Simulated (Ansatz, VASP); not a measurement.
# One calculation of ZrB2, two programs

```
Zr B
1.0
     3.22707    0.00000    0.00000
    -1.61354    2.79473    0.00000
     0.00000    0.00000    3.58904
Zr B
1 2
Direct
  0.00000 0.00000 0.00000
  0.33333 0.66667 0.50000
  0.66667 0.33333 0.50000
```

Change from the starting cell: volume scaled by 1.06, crystal datasets.

Alike in both runs: task electric field gradients; functional LDA; k mesh 13 × 13 × 10; occupations fermi-dirac, width 0.03 eV; no spin polarisation.

|  | VASP | Ansatz |
| --- | --- | --- |
| version | VASP 6.6.1 | Ansatz 0.2.0 |
| potentials or method | VASP PAW LDA potentials, release 64 (Zr_sv, B), cutoff 520 eV | all-electron PAW with datasets made for the crystal, scalar-relativistic |

VASP gave:

| Item | Value |
| --- | --- |
| pressure (GPa) | -18.9 |
| traceless stress, the component that is largest in VASP (GPa) | 1.55 |
| size of Vzz on the site where it differs most (V/Å²) | 43.7 |

Question: What did Ansatz give for the same quantities?

Answer: Pressure (GPa): -19.3; traceless stress, the component that is largest in VASP (GPa): 1.56; size of Vzz on the site where it differs most (V/Å²): 46.5.

LDA's correlation is that of Perdew and Zunger in VASP and of Perdew and Wang (1992) in Ansatz. Ansatz ran all-electron here, and VASP with PAW potentials.
